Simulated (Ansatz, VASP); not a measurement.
LiH2: VASP beside Ansatz

The input INCAR:

```
ALGO = Normal
EDIFF = 1E-6
EDIFFG = -0.01
ENCUT = 600
GGA = PE
IBRION = 2
ISIF = 3
ISMEAR = 0
LASPH = T
LCHARG = F
LREAL = F
LWAVE = F
NELM = 80
NSW = 100
PREC = Accurate
SIGMA = 0.1
```

KPOINTS

```
k-points
0
Gamma
  14 14 14
```

POSCAR

```
LiH2
1.0
    0.0000000000      2.6428174698      5.0744529743
    1.5303666527      0.0000000000      5.0744529743
    1.5303666527      2.6428174698      0.0000000000
Li H
2 4
Direct
    0.5000000000      0.5000000000      0.5000000000
    0.7500000000      0.7500000000      0.7500000000
    0.6250000000      0.1250000000      0.1250000000
    0.1250000000      0.1250000000      0.1250000000
    0.1250000000      0.1250000000      0.6250000000
    0.1250000000      0.6250000000      0.1250000000
```

Input for Ansatz:

```yaml
crystal:
  lattice:
    - [0.0, 2.6428174698, 5.0744529743]
    - [1.5303666527, 0.0, 5.0744529743]
    - [1.5303666527, 2.6428174698, 0.0]
  atoms:
    - { symbol: Li, position: [0.5, 0.5, 0.5] }
    - { symbol: Li, position: [0.75, 0.75, 0.75] }
    - { symbol: H, position: [0.625, 0.125, 0.125] }
    - { symbol: H, position: [0.125, 0.125, 0.125] }
    - { symbol: H, position: [0.125, 0.125, 0.625] }
    - { symbol: H, position: [0.125, 0.625, 0.125] }
basis:
  ecutwfc: 420
kpoints:
  mp_grid: { grid: [14, 14, 14] }
hamiltonian:
  xc: pbe
scf:
  occupations: { method: gaussian, width: 0.1 }
output:
  forces: true
  stress: true
  eigenvalues: true
  write_density: true
  write_potential: true
  elf: true
  volumetric_format: npy
relax:
  adjacent_minimum: "off"
  f_tol: 0.01
  max_steps: 80
  cell: { stress_tol: 0.05 }
```

Alike in both runs: task relaxation of cell and atoms; functional PBE; k mesh 14 × 14 × 14; occupations gaussian, width 0.1 eV; no spin polarisation.

```csv
,VASP,Ansatz
version,VASP 6.6.1,Ansatz 0.2.0
potentials or method,"VASP PAW PBE potentials, release 64 (Li_sv, H), cutoff 600 eV","scalar-relativistic, plane waves, PAW"
valence electrons in the cell,10,10
```

|  | VASP | Ansatz | Ansatz less VASP |
| --- | --- | --- | --- |
| gap on the k mesh at the Fermi level, each at its own relaxed structure (eV) | none | none | - |
| relaxed volume (Å³/atom) | 6.77 | 6.81 | +0.037 |
| relaxed cell length with the largest relative difference (Å) | 3.073 | 3.078 | +0.0043 |

A gap of «none» marks a metal or a gap that the smearing closes.

Noted on VASP's run: the cutoff is short for stress, so the pressure is rough.
